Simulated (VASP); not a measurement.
# HfC: electric field gradients with PBEsol

The system is HfC.

```
Hf C
1.0
     0.04650    2.34825    2.34825
     2.34825    0.04650    2.34825
     2.34825    2.34825    0.04650
Hf C
1 1
Direct
  0.50000 0.50000 0.50000
  0.00000 0.00000 0.00000
```

This cell differs from its parent crystal: equal xy, yz and zx shear strains of +2 %.

```yaml
Program: VASP 6.6.1
Task: electric field gradients
Functional: PBEsol
Potentials_or_basis: VASP PAW PBE potentials, release 64 (Hf_pv, C)
Cutoff: 520 eV
k_mesh: 15 × 15 × 15
Occupations: fermi-dirac, width 0.05 eV
Spin: no spin polarisation
Dipole_correction: no
Further_INCAR_settings: ALGO = Normal; EDIFF = 1e-08; NBANDS = 14
```

```yaml
Pressure: -6.9 GPa
Band_gap_on_the_k_mesh: zero (bands 7 and 8 overlap by 1.42 eV)
Largest_electric_field_gradient_by_atom: Hf -3.2; C -0.6 V/Å²
```

Stress tensor (GPa, compression positive):
```
-6.92 -3.44 -3.44
-3.44 -6.92 -3.44
-3.44 -3.44 -6.92
```

Levels at points of the mesh, in eV from the Fermi level:
```tsv
k point	band 3	band 4	band 5	band 6	band 7	band 8	band 9	band 10	band 11	band 12
(0.00, 0.00, 0.00)	-29.47	-12.27	0.91	1.07	1.12	1.12	1.50	1.50	3.40	3.40
```

Electric field gradients, principal values (V/Å²):
```tsv
atom	least	middle	greatest (by size)
1 Hf	1.595	1.595	-3.190
2 C	0.324	0.324	-0.648
```

Wall time 4.7 min on 1 thread of Intel Xeon 8259CL (shared host), peak memory 0.26 GiB.

Caveat: the cell differs from its parent crystal (equal xy, yz and zx shear strains of +2 %); the cell stands under tension; without QUAD_EFG the Cq values of the log hold for a quadrupole moment of 1 mb, not for the nuclei; the PAW data sets were made with another functional, which shifts forces and pressure a little; spin-orbit coupling is left out, which moves the levels of the heavy elements.
